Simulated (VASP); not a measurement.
# Al2O3 (R-3c) in VASP: notebook

Runs on Al2O3. Level: PBE. Tasks: relaxation of cell and atoms, single point.

Program: VASP 6.6.1. These are calculated values, not measurements. Logs are shortened: lines on timing, memory, paths and dates and some standing lists are left out, and cuts for length are marked.

## 1. The cell of the first run

Symmetry: R-3c, No. 167, trigonal system. The conventional cell has a = 4.809 Å, b = 4.809 Å, c = 13.123 Å, α = 90.00°, β = 90.00°, γ = 120.00°. Al (site symmetry 3) has 6 O at 1.87 to 1.99 Å within 2.5 Å. Within 2.9 Å of O (site symmetry 2) lie 4 Al at 1.87 to 1.99 Å and 12 O at 2.55 to 2.90 Å.

## 2. Relaxation of cell and atoms, PBE

File INCAR:

```
PREC = Accurate
ENCUT = 600
EDIFF = 1E-6
ISMEAR = 0
SIGMA = 0.01
LREAL = F
LASPH = T
NELM = 100
ALGO = Fast
ISIF = 3
LWAVE = F
LCHARG = F
GGA = PE
IBRION = 2
NSW = 80
EDIFFG = -0.001
```

File KPOINTS:

```
regular mesh
0
Gamma
  6 6 6
```

File POSCAR:

```
Al2O3
1.0
    2.4043547030      1.3881548350      4.3744984162
   -2.4043547030      1.3881548350      4.3744984162
    0.0000000000     -2.7763096700      4.3744984161
Al O
4 6
Direct
    0.3521453522      0.3521453522      0.3521453522
    0.1478546478      0.1478546478      0.1478546478
    0.6478546478      0.6478546478      0.6478546478
    0.8521453522      0.8521453522      0.8521453522
    0.5561715154      0.9438284846      0.2500000000
    0.2500000000      0.5561715154      0.9438284846
    0.9438284846      0.2500000000      0.5561715154
    0.4438284846      0.0561715154      0.7500000000
    0.7500000000      0.4438284846      0.0561715154
    0.0561715154      0.7500000000      0.4438284846
```

Potentials or basis: VASP PAW PBE potentials, release 64 (Al, O).

The run is started by

```
> cat potpaw_PBE.64/Al/POTCAR potpaw_PBE.64/O/POTCAR > POTCAR
> mpirun -np 1 vasp_std > vasp.out
```

OUTCAR:

```text
PREC = Accurate
   ENCUT = 600
   EDIFF = 1E-6
   ISMEAR = 0
   LREAL = F
   LASPH = T
   NELM = 100
   ISIF = 3
   GGA = PE
   IBRION = 2
   NSW = 80
   EDIFFG = -0.001

 ion  position               nearest neighbor table
   1  0.352  0.352  0.352-   8 1.87  10 1.87   9 1.87   6 1.99   5 1.99   7 1.99   2 2.68   3 2.82
                             3 2.82   3 2.82   2 3.25   2 3.25   2 3.25
   2  0.148  0.148  0.148-   8 1.87   9 1.87  10 1.87   7 1.99   5 1.99   6 1.99   1 2.68   4 2.82
                             4 2.82   4 2.82   1 3.25   1 3.25   1 3.25
   3  0.648  0.648  0.648-   5 1.87   7 1.87   6 1.87   9 1.99   8 1.99  10 1.99   4 2.68   1 2.82
                             1 2.82   1 2.82   4 3.25   4 3.25   4 3.25
   4  0.852  0.852  0.852-   5 1.87   6 1.87   7 1.87  10 1.99   8 1.99   9 1.99   3 2.68   2 2.82
                             2 2.82   2 2.82   3 3.25   3 3.25   3 3.25
   5  0.556  0.944  0.250-   3 1.87   4 1.87   1 1.99   2 1.99
   6  0.250  0.556  0.944-   4 1.87   3 1.87   1 1.99   2 1.99
   7  0.944  0.250  0.556-   3 1.87   4 1.87   2 1.99   1 1.99
   8  0.444  0.056  0.750-   1 1.87   2 1.87   3 1.99   4 1.99
   9  0.750  0.444  0.056-   2 1.87   1 1.87   3 1.99   4 1.99
  10  0.056  0.750  0.444-   1 1.87   2 1.87   4 1.99   3 1.99

  LATTYP: Found a trigonal (rhomboedric) cell.
 ALAT       =     5.1811322872
 COS(alpha) =     0.5692971867

  Lattice vectors:

 A1 = (   2.4043547030,   1.3881548350,   4.3744984162)
 A2 = (  -2.4043547030,   1.3881548350,   4.3744984162)
 A3 = (   0.0000000000,  -2.7763096700,   4.3744984161)

Analysis of symmetry for initial positions (statically):
=====================================================================
 Subroutine PRICEL returns:
 Original cell was already a primitive cell.

 Routine SETGRP: Setting up the symmetry group for a
 trigonal (rhombohedral) supercell.

 Subroutine GETGRP returns: Found 12 space group operations
 (whereof  6 operations were pure point group operations)
 out of a pool of 12 trial point group operations.

The static configuration has the point symmetry S_6 .
 The point group associated with its full space group is D_3d.

Analysis of symmetry for dynamics (positions and initial velocities):
=====================================================================
 Subroutine PRICEL returns:
 Original cell was already a primitive cell.

 Routine SETGRP: Setting up the symmetry group for a
 trigonal (rhombohedral) supercell.

 Subroutine GETGRP returns: Found 12 space group operations
 (whereof  6 operations were pure point group operations)
 out of a pool of 12 trial point group operations.

[... 138 lines left out ...]
  volume/ion in A,a.u.               =       8.76        59.12
  Fermi-wavevector in a.u.,A,eV,Ry     =   1.339625  2.531524 24.416951  1.794595
  Thomas-Fermi vector in A             =   2.468002
   LORBIT       =      0    0 simple, 1 ext, 2 COOP (PROOUT), +10 PAW based schemes
   GGA     = PE    functional components
   LHFCALC =     F    Hartree Fock is set to
   AEXX    =    0.0000 exact exchange contribution
   IVDW    =     0    specifies the selected vdW correction
   LEPSILON=     F    determine dielectric tensor
   LRPA    =     F    only Hartree local field effects (RPA)
 conjugate gradient relaxation of ions
 non-spin polarized calculation
 RMM-DIIS sequential band-by-band and
 Gauss-broadening in eV      SIGMA  =   0.01
  energy-cutoff  :      600.00
  volume of cell :       87.60
 maximum number of plane-waves:      2964
 NGX is ok and might be reduce to    42
   NGX = 21   NGY = 21   NGZ = 21

--------------------------------------- Ionic step        1  -------------------------------------------

 number of electron      47.9999999 magnetization

 Free energy of the ion-electron system (eV)
  ---------------------------------------------------
  ext. energy  EPLUGINS =         0.00000000
  ---------------------------------------------------
  free energy    TOTEN  =       -74.83229815 eV

  energy without entropy =      -74.83229815  energy(sigma->0) =      -74.83229815

------------------------ aborting loop because EDIFF is reached ----------------------------------------

  FORCE on cell =-STRESS in cart. coord.  units (eV):
  Direction    XX          YY          ZZ          XY          YZ          ZX
  --------------------------------------------------------------------------------------
  -------------------------------------------------------------------------------------
  Total       -0.2634693     -0.2634693     -0.2782898      0.0000000     -0.0000000      0.0000000
  in kB       -4.8186410     -4.8186410     -5.0896965      0.0000000     -0.0000000      0.0000000
  external PRESSURE =      -4.9089928 kB  Pullay stress =       0.0000000 kB
[... 113 lines left out ...]
  FREE ENERGIE OF THE ION-ELECTRON SYSTEM (eV)
  ---------------------------------------------------
  free  energy   TOTEN  =       -74.8325746899 eV

  energy  without entropy=      -74.8325746899  energy(sigma->0) =      -74.83257469

[... ionic steps 4 to 8 ...]

--------------------------------------- Ionic step        9  -------------------------------------------

 number of electron      47.9999999 magnetization

------------------------ aborting loop because EDIFF is reached ----------------------------------------
[... 83 lines left out ...]
--------------------------------------- Ionic step       11  -------------------------------------------

 number of electron      47.9999999 magnetization

 Free energy of the ion-electron system (eV)
  ---------------------------------------------------
  ext. energy  EPLUGINS =         0.00000000
  ---------------------------------------------------
  free energy    TOTEN  =       -74.83257879 eV

  energy without entropy =      -74.83257879  energy(sigma->0) =      -74.83257879

 E-fermi :   5.9286     XC(G=0): -11.5480

 val. band max:        5.8218078039   @ k =   0.0000   0.0000   0.0000
 cond. band min:      11.6941306284   @ k =   0.0000   0.0000   0.0000
 fundamental gap:      5.8723228245
 Fermi energy:         5.9286204584

 k-point     1 :       0.0000    0.0000    0.0000
  band No.  band energies     occupation
      1     -13.2073      2.00000
      2     -10.9784      2.00000
      3     -10.7156      2.00000
      4     -10.7156      2.00000
      5     -10.4084      2.00000
      6     -10.4084      2.00000
[... 781 lines left out ...]
     29      16.0195      0.00000
     30      16.7768      0.00000

 [... further k-points ...]
[... 5 lines left out ...]
  --------------------------------------------------------------------------------------
  -------------------------------------------------------------------------------------
  Total       -0.0020957     -0.0020957      0.0010345      0.0000000     -0.0000000     -0.0000000
  in kB       -0.0384083     -0.0384083      0.0189597      0.0000000     -0.0000000     -0.0000000
  external PRESSURE =      -0.0192856 kB  Pullay stress =       0.0000000 kB
[... 25 lines left out ...]
  FREE ENERGIE OF THE ION-ELECTRON SYSTEM (eV)
  ---------------------------------------------------
  free  energy   TOTEN  =       -74.8325787851 eV

  energy  without entropy=      -74.8325787851  energy(sigma->0) =      -74.83257879

 reached required accuracy - stopping structural energy minimisation
```

CONTCAR:

```text
Al2O3
   1.00000000000000
     2.4028518909274919    1.3872871860453386    4.3708546212328026
    -2.4028518909274919    1.3872871860453386    4.3708546212328026
     0.0000000000000000   -2.7745743720908740    4.3708546211329482
  Al              O
     4     6
Direct
     0.3521609658324623    0.3521609658324623    0.3521609658324623
     0.1478390341675376    0.1478390341675376    0.1478390341675376
     0.6478390341675376    0.6478390341675376    0.6478390341675376
     0.8521609658324624    0.8521609658324624    0.8521609658324624
     0.5561730779008280    0.9438269220991720    0.2500000000000000
     0.2500000000000000    0.5561730779008280    0.9438269220991720
     0.9438269220991720    0.2500000000000000    0.5561730779008280
     0.4438269220991719    0.0561730779008281    0.7500000000000000
     0.7500000000000000    0.4438269220991719    0.0561730779008281
     0.0561730779008281    0.7500000000000000    0.4438269220991719

  0.00000000E+00  0.00000000E+00  0.00000000E+00
  0.00000000E+00  0.00000000E+00  0.00000000E+00
  0.00000000E+00  0.00000000E+00  0.00000000E+00
  0.00000000E+00  0.00000000E+00  0.00000000E+00
  0.00000000E+00  0.00000000E+00  0.00000000E+00
  0.00000000E+00  0.00000000E+00  0.00000000E+00
  0.00000000E+00  0.00000000E+00  0.00000000E+00
  0.00000000E+00  0.00000000E+00  0.00000000E+00
  0.00000000E+00  0.00000000E+00  0.00000000E+00
  0.00000000E+00  0.00000000E+00  0.00000000E+00
```

Run time: 3.4 min. Hardware: 1 thread of Intel Xeon 6975P-C (Granite Rapids), shared host; peak memory 0.3 GiB.

What came out:

```yaml
Free_energy: -74.8326 eV
Relaxed_volume: 8.74 Å³/atom
Relaxed_cell: a = 5.177 Å, b = 5.177 Å, c = 5.177 Å, α = 55.31°, β = 55.31°, γ = 55.31°
Space_group_after_relaxing_to_0.1_Å: R-3c (No. 167)
Energy_gained_by_relaxing: 0.0 meV/atom
Ionic_steps: 11
Pressure_after_relaxing: 0.0 GPa
Band_gap_on_the_k_mesh: 5.87 eV
```

The path:
```
step  energy change (eV)  largest force (eV/Å)  pressure (GPa)  volume (Å³)
   1              0.0000                0.0034           -0.49        87.60
   2             -0.0001                0.0036            0.41        87.26
   3             -0.0003                0.0014            0.02        87.42
   4             -0.0003                0.0015           -0.01        87.43
   5             -0.0003                0.0011           -0.02        87.43
   6             -0.0003                0.0035           -0.02        87.43
   7             -0.0003                0.0012           -0.02        87.43
   8             -0.0003                0.0010           -0.02        87.43
   9             -0.0003                0.0011           -0.02        87.43
  10             -0.0003                0.0006            0.02        87.41
  11             -0.0003                0.0006            0.00        87.42
```

Final structure:
```cif
data_structure
_symmetry_space_group_name_H-M 'P 1'
_symmetry_Int_Tables_number 1
_cell_length_a 5.1771
_cell_length_b 5.1771
_cell_length_c 5.1771
_cell_angle_alpha 55.308
_cell_angle_beta 55.308
_cell_angle_gamma 55.308
_cell_volume 87.42
loop_
_atom_site_label
_atom_site_type_symbol
_atom_site_fract_x
_atom_site_fract_y
_atom_site_fract_z
_atom_site_occupancy
Al1 Al 0.35216 0.35216 0.35216 1
Al2 Al 0.14784 0.14784 0.14784 1
Al3 Al 0.64784 0.64784 0.64784 1
Al4 Al 0.85216 0.85216 0.85216 1
O1 O 0.55617 0.94383 0.25000 1
O2 O 0.25000 0.55617 0.94383 1
O3 O 0.94383 0.25000 0.55617 1
O4 O 0.44383 0.05617 0.75000 1
O5 O 0.75000 0.44383 0.05617 1
O6 O 0.05617 0.75000 0.44383 1
```

Levels at points of the mesh, in eV from the valence-band top:
| k point | band 21 | band 22 | band 23 | band 24 | band 25 | band 26 | band 27 | band 28 |
| --- | --- | --- | --- | --- | --- | --- | --- | --- |
| (0.00, 0.00, 0.00) | -0.46 | -0.03 | -0.03 | 0.00 | 5.87 | 8.92 | 10.39 | 11.29 |
| (0.50, 0.00, 0.00) | -0.86 | -0.86 | -0.25 | -0.25 | 9.16 | 9.16 | 9.37 | 9.37 |
| (0.50, 0.50, 0.00) | -0.97 | -0.88 | -0.70 | -0.23 | 9.38 | 9.50 | 9.63 | 10.15 |
| (0.50, 0.50, 0.50) | -0.36 | -0.36 | -0.36 | -0.36 | 8.37 | 8.37 | 10.86 | 10.86 |

(Continued in part 2 of 2.)
